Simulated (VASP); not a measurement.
Crystal: Ta.

```
CELL_PARAMETERS angstrom
-1.65128 1.65128 1.65128
1.65128 -1.65128 1.65128
1.65128 1.65128 -1.65128
ATOMIC_POSITIONS crystal
Ta 0.00000 0.00000 0.00000
```

Program: VASP 6.6.1. Alike in all runs: task single point; cell as given.

Order these runs on this cell by their pressure, lowest first.
A. level BLYP; potentials or basis VASP PAW PBE potentials, release 64 (Ta_sv_GW); spin non-collinear, zero start, SOC; k mesh 11 × 11 × 11; cutoff (eV) 500; smearing fermi-dirac 0.1 eV
B. level PBE0; potentials or basis VASP PAW PBE potentials, release 64 (Ta_sv_GW); spin off; k mesh 8 × 8 × 8; cutoff (eV) 400; smearing fermi-dirac 0.15 eV; grid for exact exchange (PRECFOCK) Normal; share of exact exchange 0.25
C. level LDA+U; potentials or basis VASP PAW LDA potentials, release 64 (Ta_sv_GW); spin non-collinear, zero start, SOC; U Ta d U = 4.5 eV; k mesh 11 × 11 × 11; cutoff (eV) 500; smearing fermi-dirac 0.01 eV
D. level PBE-based screened hybrid with 25 % exact exchange; potentials or basis VASP PAW PBE potentials, release 64 (Ta_sv_GW); spin off; k mesh 6 × 6 × 6; cutoff (eV) 400; smearing fermi-dirac 0.05 eV; grid for exact exchange (PRECFOCK) Normal; share of exact exchange 0.25; screening parameter 0.3 1/Å

B (-5.5 GPa), D (0.0 GPa), C (6.1 GPa), A (8.6 GPa).

Caveats: some runs use coarse meshes; the PAW data sets were made with another functional, which shifts forces and pressure a little (at least some runs); the cell stands under pressure (at least some runs); the cell stands under tension (at least some runs); the U is typed as a test and isn't derived for this compound (at least some runs).
